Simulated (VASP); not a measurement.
Te: single point with r2SCAN

The system is Te.

```xyz
3
Lattice="5.9936 0.0000 0.0000 -2.9968 5.1906 0.0000 0.0000 0.0000 3.2078" Properties=species:S:1:pos:R:3 pbc="T T T"
Te    2.9968    5.1906    0.0000
Te    0.0000    3.4604    1.6039
Te    2.9968    1.7302    1.6039
```

This isn't the form of Te at room conditions, which is trigonal, of chains.

| Quantity | Value |
| --- | --- |
| Program | VASP 6.6.1 |
| Task | single point |
| Functional | r2SCAN |
| Potentials or basis | VASP PAW PBE potentials, release 64 (Te) |
| Cutoff | 520 eV |
| k mesh | 7 × 7 × 12 |
| Occupations | fermi-dirac, width 0.1 eV |
| Spin | no spin polarisation |
| Dipole correction | no |
| Further INCAR settings | ALGO = Normal; EDIFF = 1e-06; NBANDS = 16 |

```
Pressure               : -4.8 GPa
Band gap on the k mesh : zero (bands 9 and 10 overlap by 3.73 eV)
```

Stress tensor (GPa, compression positive):
```
-4.17  0.00  0.00
 0.00 -4.17  0.00
 0.00  0.00 -6.09
```

Levels at points of the mesh, in eV from the Fermi level:
```csv
k point,band 6,band 7,band 8,band 9,band 10,band 11,band 12,band 13
"(0.00, 0.00, 0.00)",-3.55,-3.55,1.67,1.67,1.83,3.59,3.85,6.99
"(0.00, 0.00, 0.50)",-3.64,-2.28,-2.28,-0.74,-0.74,0.14,0.14,4.21
```

Run time: 3 min on 1 thread of Intel(R) Xeon(R) Platinum 8488C (Sapphire Rapids) (shared host), peak memory 0.27 GiB.

Caveat: the cell stands under tension; the PAW data sets were made with another functional, which shifts forces and pressure a little; spin-orbit coupling is left out, which moves the levels of the heavy elements.
